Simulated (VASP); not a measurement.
# ZnS (CsCl type) (Pm-3m) in VASP: a series of runs

Runs on ZnS (CsCl type). Level: PBE. Tasks: single point.

Everything below comes from runs of VASP 6.6.1. Logs are shortened: lines on timing, memory, paths and dates and some standing lists are left out, and cuts for length are marked.

## Step 1: The cell of the first run

Symmetry: Pm-3m, No. 221, cubic system. The conventional cell has a = 3.026 Å, b = 3.026 Å, c = 3.026 Å, α = 90.00°, β = 90.00°, γ = 90.00°. Zn (site symmetry m-3m) has 8 S at 2.62 Å and 6 Zn at 3.03 Å within 3.5 Å. Within 3.5 Å of S (site symmetry m-3m) lie 8 Zn at 2.62 Å and 6 S at 3.03 Å.

## Step 2: Single point, PBE

File INCAR:

```
SYSTEM = ZnS
PREC = Accurate ; ENCUT = 520
EDIFF = 1E-7 ; ISMEAR = -1
SIGMA = 0.1 ; LREAL = .FALSE.
LASPH = .TRUE. ; NELM = 60
ALGO = Normal ; ISIF = 2
LWAVE = .FALSE. ; LCHARG = .TRUE.
GGA = PE ; LELF = .TRUE.
LVHAR = .TRUE. ; NBANDS = 16
```

File KPOINTS:

```
Automatic mesh
0
G
  15 15 15
  0 0 0
```

File POSCAR:

```
ZnS
1.0
    3.0264973111      0.0000000000      0.0000000000
    0.0000000000      3.0264973111      0.0000000000
    0.0000000000      0.0000000000      3.0264973111
Zn S
1 1
Direct
    0.0000000000      0.0000000000      0.0000000000
    0.5000000000      0.5000000000      0.5000000000
```

Potentials or basis: VASP PAW PBE potentials, release 64 (Zn, S).

On the command line:

```
cat potpaw_PBE.64/Zn/POTCAR potpaw_PBE.64/S/POTCAR > POTCAR
mpirun -np 1 vasp_std > vasp.out
```

OUTCAR:

```text
SYSTEM = ZnS
   PREC = Accurate
   ENCUT = 520
   EDIFF = 1E-7
   ISMEAR = -1
   LREAL = .FALSE.
   LASPH = .TRUE.
   NELM = 60
   ISIF = 2
   GGA = PE

 ion  position               nearest neighbor table
   1  0.000  0.000  0.000-   2 2.62   2 2.62   2 2.62   2 2.62   2 2.62   2 2.62   2 2.62   2 2.62

   2  0.500  0.500  0.500-   1 2.62   1 2.62   1 2.62   1 2.62   1 2.62   1 2.62   1 2.62   1 2.62

  LATTYP: Found a simple cubic cell.
 ALAT       =     3.0264973111

  Lattice vectors:

 A1 = (   3.0264973111,   0.0000000000,   0.0000000000)
 A2 = (   0.0000000000,   3.0264973111,   0.0000000000)
 A3 = (   0.0000000000,   0.0000000000,   3.0264973111)

Analysis of symmetry for initial positions (statically):
=====================================================================
 Subroutine PRICEL returns:
 Original cell was already a primitive cell.

 Routine SETGRP: Setting up the symmetry group for a
 simple cubic supercell.

 Subroutine GETGRP returns: Found 48 space group operations
 (whereof 48 operations were pure point group operations)
 out of a pool of 48 trial point group operations.

The static configuration has the point symmetry O_h .

Analysis of symmetry for dynamics (positions and initial velocities):
=====================================================================
 Subroutine PRICEL returns:
 Original cell was already a primitive cell.

 Routine SETGRP: Setting up the symmetry group for a
 simple cubic supercell.

 Subroutine GETGRP returns: Found 48 space group operations
 (whereof 48 operations were pure point group operations)
 out of a pool of 48 trial point group operations.

The dynamic configuration has the point symmetry O_h .

 Subroutine INISYM returns: Found 48 space group operations
 (whereof 48 operations are pure point group operations),
 and found     1 'primitive' translations

----------------------------------------------------------------------------------------

                                     Primitive cell

  volume of cell :      27.7218

  direct lattice vectors                    reciprocal lattice vectors
     3.026497311  0.000000000  0.000000000     0.330414964  0.000000000  0.000000000
     0.000000000  3.026497311  0.000000000     0.000000000  0.330414964  0.000000000
     0.000000000  0.000000000  3.026497311     0.000000000  0.000000000  0.330414964

  length of vectors
     3.026497311  3.026497311  3.026497311     0.330414964  0.330414964  0.330414964

  position of ions in fractional coordinates (direct lattice)
     0.000000000  0.000000000  0.000000000
     0.500000000  0.500000000  0.500000000

  ion indices of the primitive-cell ions
   primitive index   ion index
                 1           1
                 2           2

----------------------------------------------------------------------------------------

 KPOINTS: Automatic mesh

Automatic generation of k-mesh.
 Grid dimensions read from file:
 generate k-points for:   15   15   15

 Generating k-lattice:

  Cartesian coordinates                     Fractional coordinates (reciprocal lattice)
     0.022027664  0.000000000  0.000000000     0.066666667  0.000000000  0.000000000
     0.000000000  0.022027664  0.000000000     0.000000000  0.066666667  0.000000000
     0.000000000  0.000000000  0.022027664     0.000000000  0.000000000  0.066666667

  Length of vectors
     0.022027664  0.022027664  0.022027664

  Shift w.r.t. Gamma in fractional coordinates (k-lattice)
     0.000000000  0.000000000  0.000000000

 Subroutine IBZKPT returns following result:
 ===========================================

 Found    120 irreducible k-points:

 Following reciprocal coordinates:
            Coordinates               Weight
  0.000000  0.000000  0.000000      1.000000
  0.066667  0.000000  0.000000      6.000000
  0.133333  0.000000  0.000000      6.000000
  0.200000  0.000000  0.000000      6.000000
  0.266667  0.000000  0.000000      6.000000
  0.333333  0.000000  0.000000      6.000000
[... 16 lines left out ...]
  0.266667  0.200000  0.000000     24.000000
  0.333333  0.200000  0.000000     24.000000
 [... further k-points ...]
   k-points           NKPTS =    120   k-points in BZ     NKDIM =    120   number of bands    NBANDS=     16
   number of dos      NEDOS =    301   number of ions     NIONS =      2
   total plane-waves  NPLWV =  13824
   dimension x,y,z NGX =    24 NGY =   24 NGZ =   24
   dimension x,y,z NGXF=    48 NGYF=   48 NGZF=   48
   ions per type =               1   1
   NGX,Y,Z   is equivalent  to a cutoff of  13.18, 13.18, 13.18 a.u.
   NGXF,Y,Z  is equivalent  to a cutoff of  26.37, 26.37, 26.37 a.u.
 SYSTEM =  ZnS
   PREC   = accura    normal or accurate (medium, high low for compatibility)
   ISTART =      0    job   : 0-new  1-cont  2-samecut
   ICHARG =      2    charge: 1-file 2-atom 10-const
   ISPIN  =      1    spin polarized calculation?
   LNONCOLLINEAR =      F non collinear calculations
   LSORBIT =      F    spin-orbit coupling
   LASPH  =      T    aspherical Exc in radial PAW
   ENCUT  =  520.0 eV  38.22 Ry    6.18 a.u.   5.63  5.63  5.63*2*pi/ulx,y,z
   NELM   =     60;   NELMIN=  2; NELMDL= -5     # of ELM steps
   EDIFF  = 0.1E-06   stopping-criterion for ELM
   LREAL  =      F    real-space projection
   EDIFFG = 0.1E-05   stopping-criterion for IOM
   NSW    =      0    number of steps for IOM
   IBRION =     -1    ionic relax: 0-MD 1-quasi-New 2-CG
   NFREE  =      0    steps in history (QN), initial steepest desc. (CG)
   ISIF   =      2    stress and relaxation
   ISYM   =      2    0-nonsym 1-usesym 2-fastsym
   POTIM  = 0.5000    time-step for ionic-motion
   TEBEG  =    0.0;   TEEND  =   0.0 temperature during run
   PSTRESS=    0.0 pullay stress
   NELECT =      18.0000    total number of electrons
   NUPDOWN=      -1.0000    fix difference up-down
   EMIN   =  10.00;   EMAX   =-10.00  energy-range for DOS
   EFERMI =   0.00;   METHOD = LEGACY
   ISMEAR =    -1;   SIGMA  =   0.10  broadening in eV -4-tet -1-fermi 0-gaus
   EFERMI_NEDOS =   21; number of points for ismear=-14 and -15
   IALGO  =     38    algorithm
   IMIX   =      4    mixing-type and parameters
     AMIX     =   0.40;   BMIX     =  1.00
     AMIX_MAG =   1.60;   BMIX_MAG =  1.00
  volume/ion in A,a.u.               =      13.86        93.54
  Fermi-wavevector in a.u.,A,eV,Ry     =   1.417616  2.678906 27.342758  2.009636
  Thomas-Fermi vector in A             =   2.538828
   LORBIT       =      0    0 simple, 1 ext, 2 COOP (PROOUT), +10 PAW based schemes
   GGA     = PE    functional components
   LHFCALC =     F    Hartree Fock is set to
   AEXX    =    0.0000 exact exchange contribution
   IVDW    =     0    specifies the selected vdW correction
   LEPSILON=     F    determine dielectric tensor
   LRPA    =     F    only Hartree local field effects (RPA)
 non-spin polarized calculation
  energy-cutoff  :      520.00
  volume of cell :       27.72
 maximum number of plane-waves:       756
 NGX is ok and might be reduce to    24
   NGX = 11   NGY = 11   NGZ = 11

 number of electron      18.0000022 magnetization

 Free energy of the ion-electron system (eV)
  ---------------------------------------------------
  ext. energy  EPLUGINS =         0.00000000
  ---------------------------------------------------
  free energy    TOTEN  =        -4.69860838 eV

  energy without entropy =       -4.66431742  energy(sigma->0) =       -4.68146290

 E-fermi :   6.5040     XC(G=0): -11.8562

 val. band max:        6.4962467440   @ k =   0.4000   0.0000   0.0000
 cond. band min:       6.5161561085   @ k =   0.4000   0.0667   0.0000
 fundamental gap:      0.0199093645
 Fermi energy:         6.5039693734

 k-point     1 :       0.0000    0.0000    0.0000
  band No.  band energies     occupation
      1      -9.3589      2.00000
      2      -1.0502      2.00000
      3      -1.0502      2.00000
      4      -0.4742      2.00000
      5      -0.4742      2.00000
      6      -0.4742      2.00000
[... 8 lines left out ...]
     15      20.3055      0.00000
     16      22.2742      0.00000

 k-point     2 :       0.0667    0.0000    0.0000
  band No.  band energies     occupation
      1      -9.3027      2.00000
      2      -1.0464      2.00000
      3      -1.0455      2.00000
      4      -0.4909      2.00000
      5      -0.4909      2.00000
      6      -0.4728      2.00000
[... 8 lines left out ...]
     15      20.0214      0.00000
     16      22.2953      0.00000

 k-point     3 :       0.1333    0.0000    0.0000
  band No.  band energies     occupation
      1      -9.1368      2.00000
      2      -1.0460      2.00000
      3      -1.0321      2.00000
      4      -0.5371      2.00000
      5      -0.5371      2.00000
      6      -0.4690      2.00000
[... 8 lines left out ...]
     15      19.3798      0.00000
     16      22.3562      0.00000

 k-point     4 :       0.2000    0.0000    0.0000
  band No.  band energies     occupation
      1      -8.8697      2.00000
      2      -1.0896      2.00000
      3      -1.0124      2.00000
      4      -0.6023      2.00000
      5      -0.6023      2.00000
      6      -0.4634      2.00000
[... 8 lines left out ...]
     15      18.9168      0.00000
     16      22.4496      0.00000
[... 324 lines left out ...]
 k-point    22 :       0.2000    0.2000    0.0000
  band No.  band energies     occupation
      1      -8.4042      2.00000
      2      -1.0797      2.00000
      3      -0.9564      2.00000
      4      -0.7260      2.00000
      5      -0.6097      2.00000
      6      -0.5348      2.00000
[... 8 lines left out ...]
     15      19.6813      0.00000
     16      20.0441      0.00000

 k-point    23 :       0.2667    0.2000    0.0000
  band No.  band energies     occupation
      1      -8.0743      2.00000
      2      -1.1993      2.00000
      3      -0.9249      2.00000
      4      -0.7456      2.00000
      5      -0.6495      2.00000
      6      -0.5393      2.00000
[... 8 lines left out ...]
     15      19.8314      0.00000
     16      19.9668      0.00000

 k-point    24 :       0.3333    0.2000    0.0000
  band No.  band energies     occupation
      1      -7.7037      2.00000
      2      -1.4693      2.00000
      3      -0.8988      2.00000
      4      -0.7467      2.00000
      5      -0.6978      2.00000
      6      -0.5315      2.00000
[... 8 lines left out ...]
     15      19.9564      0.00000
     16      21.0976      0.00000

 [... further k-points ...]
[... 5 lines left out ...]
  --------------------------------------------------------------------------------------
  -------------------------------------------------------------------------------------
  Total        3.1502537      3.1502537      3.1502537      0.0000000      0.0000000     -0.0000000
  in kB      182.0686788    182.0686788    182.0686788      0.0000000      0.0000000     -0.0000000
  external PRESSURE =     182.0686788 kB  Pullay stress =       0.0000000 kB

 VOLUME and BASIS-vectors are now :
 -----------------------------------------------------------------------------
  energy-cutoff  :      520.00
  volume of cell :       27.72
      direct lattice vectors                 reciprocal lattice vectors
     3.026497311  0.000000000  0.000000000     0.330414964  0.000000000  0.000000000
     0.000000000  3.026497311  0.000000000     0.000000000  0.330414964  0.000000000
     0.000000000  0.000000000  3.026497311     0.000000000  0.000000000  0.330414964

 POSITION                                       TOTAL-FORCE (eV/Angst)
 -----------------------------------------------------------------------------------
      0.00000      0.00000      0.00000         0.000000      0.000000      0.000000
      1.51325      1.51325      1.51325         0.000000      0.000000      0.000000
 -----------------------------------------------------------------------------------
    total drift:                                0.000000      0.000000     -0.000000

  FREE ENERGIE OF THE ION-ELECTRON SYSTEM (eV)
  ---------------------------------------------------
  free  energy   TOTEN  =        -4.6986083841 eV

  energy  without entropy=       -4.6643174197  energy(sigma->0) =       -4.68146290
```

Wall time 13 s (1 thread of Intel Xeon 6975P-C (Granite Rapids), shared host); peak memory 0.17 GiB.

Results:

| Property | Result |
| --- | --- |
| Free energy | -4.6986 eV |
| Pressure | 18.2 GPa |
| Band gap on the k mesh | zero (band 9 reaches 6.87 eV, above the bottom of band 10 at 5.41 eV) |

Levels at points of the mesh, in eV from the Fermi level:
| k point | band 7 | band 8 | band 9 | band 10 | band 11 | band 12 |
| --- | --- | --- | --- | --- | --- | --- |
| (0.00, 0.00, 0.00) | -1.59 | -1.59 | -1.59 | 0.35 | 5.81 | 5.81 |

## Step 3: Single point, PBE

File INCAR:

```
SYSTEM = ZnS
ALGO = Normal
EDIFF = 1E-6
ENCUT = 520
GGA = PE
ISIF = 2
ISMEAR = -1
LASPH = .True.
LCHARG = .False.
LREAL = .False.
LWAVE = .False.
NBANDS = 16
NELM = 100
PREC = Accurate
SIGMA = 0.1
```

File KPOINTS:

```
k-points
0
Gamma
  15 15 15
  0 0 0
```

File POSCAR:

```
ZnS
1.0
    3.0267440494      0.0000000000      0.0000000000
    0.0000000000      3.0267440494      0.0000000000
    0.0000000000      0.0000000000      3.0267440494
Zn S
1 1
Direct
    0.0000000000      0.0000000000      0.0000000000
    0.5000000000      0.5000000000      0.5000000000
```

Potentials or basis: VASP PAW PBE potentials, release 64 (Zn, S).

On the command line:

```
cat potpaw_PBE.64/Zn/POTCAR potpaw_PBE.64/S/POTCAR > POTCAR
mpirun -np 1 vasp_std > vasp.out
```

It took 11 s on 1 thread of Intel Xeon 6975P-C (Granite Rapids), shared host; peak memory 0.17 GiB.

Results (log left out):

| Property | Result |
| --- | --- |
| Free energy | -4.6994 eV |
| Pressure | 18.1 GPa |
| Band gap on the k mesh | zero (band 9 reaches 6.87 eV, above the bottom of band 10 at 5.41 eV) |

Levels at points of the mesh, in eV from the Fermi level:
| k point | band 7 | band 8 | band 9 | band 10 | band 11 | band 12 |
| --- | --- | --- | --- | --- | --- | --- |
| (0.00, 0.00, 0.00) | -1.59 | -1.59 | -1.59 | 0.35 | 5.81 | 5.81 |
